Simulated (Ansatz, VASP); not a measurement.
## K in VASP and in Ansatz

The input INCAR:

```
SYSTEM = K
PREC     = Accurate       ! precision mode
ENCUT    = 520            ! plane-wave cutoff, eV
EDIFF    = 1E-6           ! SCF threshold, eV
ISMEAR   = -1             ! smearing method
SIGMA    = 0.1            ! smearing width, eV
LREAL    = .False.        ! projectors in reciprocal space
LASPH    = .True.         ! aspherical terms in the spheres
NELM     = 80             ! most SCF steps
ALGO     = Normal         ! electronic algorithm
ISIF     = 2              ! what is computed and relaxed
LWAVE    = .False.        ! write WAVECAR
LCHARG   = .False.        ! write CHGCAR
GGA      = PE             ! functional
NBANDS   = 10             ! bands
```

Contents of KPOINTS:

```
regular mesh
0
Gamma
  12 12 12
  0 0 0
```

The input POSCAR:

```
K
1.0
    4.2959005120      0.0000000000      0.0000000000
    0.0000000000      4.2959005120      0.0000000000
    0.0000000000      0.0000000000      4.2959005120
K
1
Direct
    0.0000000000      0.0000000000      0.0000000000
```

Input for Ansatz:

```yaml
crystal:
  lattice:
    - [4.295900512, 0.0, 0.0]
    - [0.0, 4.295900512, 0.0]
    - [0.0, 0.0, 4.295900512]
  atoms:
    - { symbol: K, position: [0.0, 0.0, 0.0] }
hamiltonian:
  xc: pbe
  pseudopotentials:
    kind: paw
    azcp:
      K: "pseudopotentials/K.paw.azcp"
basis:
  ecutwfc: 420
  fft_grid_basis: typed
kpoints:
  mp_grid: { grid: [12, 12, 12], shift: [0, 0, 0] }
magnetization:
  spin_polarized: false
scf:
  occupations: { method: fermi_dirac, width: 0.1 }
output:
  stress: true
```

Alike in both runs: task single point; functional PBE; k mesh 12 × 12 × 12; occupations fermi-dirac, width 0.1 eV; no spin polarisation.

|  | VASP | Ansatz |
| --- | --- | --- |
| version | VASP 6.6.1 | Ansatz 0.2.0 |
| potentials or method | VASP PAW PBE potentials, release 64 (K_sv), cutoff 520 eV | plane waves (420 eV) with PAW, scalar-relativistic |
| valence electrons in the cell | 9 | 9 |

```tsv
	VASP	Ansatz	Ansatz less VASP
pressure (GPa)	0.0	0.0	+0.01
```
